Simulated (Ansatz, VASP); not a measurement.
## GaBiSe3 in VASP and in Ansatz

```xyz
10
Lattice="6.6538 0.0000 0.0000 -3.3269 5.7623 0.0000 0.0000 0.0000 6.3410" Properties=species:S:1:pos:R:3 pbc="T T T"
Ga    0.0000    0.0000    0.0000
Ga    0.0000    0.0000    3.1705
Bi    0.0000    3.8416    4.7557
Bi    3.3269    1.9208    1.5852
Se    3.3269    3.7422    4.7557
Se    1.7495    1.0101    4.7557
Se    4.9042    1.0101    4.7557
Se    0.0000    2.0202    1.5852
Se    1.5774    4.7522    1.5852
Se   -1.5774    4.7522    1.5852
```

Alike in both runs: functional PBE; k mesh 6 × 6 × 6; occupations gaussian, width 0.1 eV; no spin polarisation.

Ansatz relaxed the structure, and its values are those at the end. VASP's run is a single point on that final structure, the one shown.

|  | VASP | Ansatz |
| --- | --- | --- |
| version | VASP 6.6.1 | Ansatz 0.2.0 |
| potentials or method | VASP PAW PBE potentials, release 64 (Ga_d, Bi_d, Se), cutoff 500 eV | scalar-relativistic, plane waves, PAW |
| valence electrons in the cell | 92 | 152 |

VASP gave:

- gap on the k mesh at the Fermi level (eV): none
- pressure (GPa): 0.1
- rms of the force components (eV/Å): 0.008

Problem. What did Ansatz give for the same quantities?

Solution. gap on the k mesh at the Fermi level (eV): none; pressure (GPa): 0.0; rms of the force components (eV/Å): 0.000.

A gap of «none» marks a metal or a gap that the smearing closes. VASP's potentials hold 92 valence electrons a cell and Ansatz's 152, so a difference there can come from the potentials and not from the codes.

Spin-orbit coupling is off throughout.
